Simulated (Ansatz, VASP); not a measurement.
# One calculation of Cl, two programs

Contents of INCAR:

```
ALGO = Normal
EDIFF = 1E-7
ENCUT = 520
GGA = PS
ISIF = 2
ISMEAR = 0
LASPH = T
LCHARG = F
LREAL = F
LWAVE = F
NBANDS = 22
NELM = 80
PREC = Accurate
SIGMA = 0.02
```

KPOINTS

```
k-points
0
Gamma
  8 8 4
```

File POSCAR:

```
Cl
1.0
    3.0828096000     -2.2173760000      0.0000000000
    3.0828096000      2.2173760000      0.0000000000
    0.0000000000      0.0000000000      8.6646574000
Cl
4
Direct
    0.1236811982      0.8763188018      0.1010908029
    0.6236811982      0.3763188018      0.3989091971
    0.8763188018      0.1236811982      0.8986954829
    0.3763188018      0.6236811982      0.6013045171
```

Input for Ansatz:

```yaml
crystal:
  lattice:
    - [3.0828096, -2.217376, 0.0]
    - [3.0828096, 2.217376, 0.0]
    - [0.0, 0.0, 8.6646574]
  atoms:
    - { symbol: Cl, position: [0.1236811982, 0.8763188018, 0.1010908029] }
    - { symbol: Cl, position: [0.6236811982, 0.3763188018, 0.3989091971] }
    - { symbol: Cl, position: [0.8763188018, 0.1236811982, 0.8986954829] }
    - { symbol: Cl, position: [0.3763188018, 0.6236811982, 0.6013045171] }
basis:
  ecutwfc: 420
kpoints:
  mp_grid: { grid: [8, 8, 4] }
hamiltonian:
  xc: pbesol
scf:
  occupations: { method: gaussian, width: 0.02 }
output:
  forces: true
  stress: true
  eigenvalues: true
```

Alike in both runs: task single point; functional PBEsol; k mesh 8 × 8 × 4; occupations gaussian, width 0.02 eV; no spin polarisation.

|  | VASP | Ansatz |
| --- | --- | --- |
| version | VASP 6.6.1 | Ansatz 0.2.0 |
| potentials or method | VASP PAW PBE potentials, release 64 (Cl), cutoff 520 eV | scalar-relativistic, plane waves, PAW |
| valence electrons in the cell | 28 | 28 |

Ansatz gave:

* gap on the k mesh at the Fermi level (eV): 1.97
* least direct gap on the mesh (eV): 1.97
* pressure (GPa): -2.5
* traceless stress, the component that is largest in VASP (GPa): -3.00
* rms of the force components (eV/Å): 0.548

What did VASP give for the same quantities?

gap on the k mesh at the Fermi level (eV): 2.02; least direct gap on the mesh (eV): 2.02; pressure (GPa): -2.7; traceless stress, the component that is largest in VASP (GPa): -3.23; rms of the force components (eV/Å): 0.614.

VASP's potentials were made for PBE, not for PBEsol. Atom by atom the forces differ by 0.066 eV/Å (rms over components). With one functional, cell and mesh, what is left measures potentials, basis and numerics.
